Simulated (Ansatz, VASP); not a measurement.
Two plane-wave programs on HfN

Contents of INCAR:

```
  PREC = Accurate
  ENCUT = 600
  EDIFF = 1E-6
  ISMEAR = 0
  SIGMA = 0.1
  LREAL = F
  LASPH = T
  NELM = 120
  ALGO = Normal
  ISIF = 2
  LWAVE = F
  LCHARG = F
  GGA = PS
  NBANDS = 14
  GGA_COMPAT = F
```

Contents of KPOINTS:

```
Automatic mesh
0
Gamma
  8 8 8
```

The input POSCAR:

```
HfN
1.0
    0.0000000000      2.2560000000      2.2560000000
    2.2560000000      0.0000000000      2.2560000000
    2.2560000000      2.2560000000      0.0000000000
Hf N
1 1
Direct
    0.0000000000      0.0000000000      0.0000000000
    0.5000000000      0.5000000000      0.5000000000
```

Input for Ansatz:

```yaml
crystal:
  lattice:
    - [0.0, 2.256, 2.256]
    - [2.256, 0.0, 2.256]
    - [2.256, 2.256, 0.0]
  atoms:
    - { symbol: Hf, position: [0.0, 0.0, 0.0] }
    - { symbol: "N", position: [0.5, 0.5, 0.5] }
basis:
  ecutwfc: 420
kpoints:
  mp_grid: { grid: [8, 8, 8] }
hamiltonian:
  xc: pbesol
scf:
  occupations: { method: gaussian, width: 0.1 }
output:
  forces: true
  stress: true
  eigenvalues: true
```

Alike in both runs: task single point; functional PBEsol; k mesh 8 × 8 × 8; occupations gaussian, width 0.1 eV; no spin polarisation.

```csv
,VASP,Ansatz
version,VASP 6.6.1,Ansatz 0.2.0
potentials or method,"VASP PAW PBE potentials, release 64 (Hf_pv, N), cutoff 600 eV","scalar-relativistic, plane waves, PAW"
valence electrons in the cell,15,31
```

```csv
,VASP,Ansatz,Ansatz less VASP
gap on the k mesh at the Fermi level (eV),none,none,-
pressure (GPa),-4.0,-1.7,+2.30
```

VASP's potentials were made for PBE, not for PBEsol. A gap of «none» marks a metal or a gap that the smearing closes. VASP's potentials hold 15 valence electrons a cell and Ansatz's 31, so a difference there can come from the potentials and not from the codes.

Neither program's run includes spin-orbit coupling.
